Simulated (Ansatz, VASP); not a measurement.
# Two plane-wave programs on Si4Br3

```
Si Br
1.0
     7.86019    0.00000    0.00000
    -3.93009    6.80712    0.00000
     0.00000    0.00000    8.63290
Si Br
8 6
Cartesian
  1.9732 1.1392 8.2852
  5.8870 1.1392 8.2852
  3.9301 4.5287 8.2852
  3.9301 2.2690 0.3545
  1.9569 5.6679 0.3477
  0.0000 2.2784 0.3477
  -1.9569 5.6679 0.3477
  0.0000 4.5381 8.2784
  1.9414 1.1209 6.0209
  5.9188 1.1209 6.0209
  3.9301 4.5654 6.0209
  1.9887 5.6862 2.6120
  0.0000 2.2418 2.6120
  -1.9887 5.6862 2.6120
```

Alike in both runs: task single point; functional PBE; k mesh 6 × 6 × 4; occupations gaussian, width 0.1 eV; no spin polarisation.

|  | VASP | Ansatz |
| --- | --- | --- |
| version | VASP 6.6.1 | Ansatz 0.2.0 |
| potentials or method | VASP PAW PBE potentials, release 64 (Si, Br), cutoff 520 eV | scalar-relativistic, plane waves, PAW |
| valence electrons in the cell | 74 | 74 |

```tsv
	VASP	Ansatz	Ansatz less VASP
gap on the k mesh at the Fermi level (eV)	none	none	-
pressure (GPa)	0.0	0.0	+0.02
```

A gap of «none» marks a metal or a gap that the smearing closes.
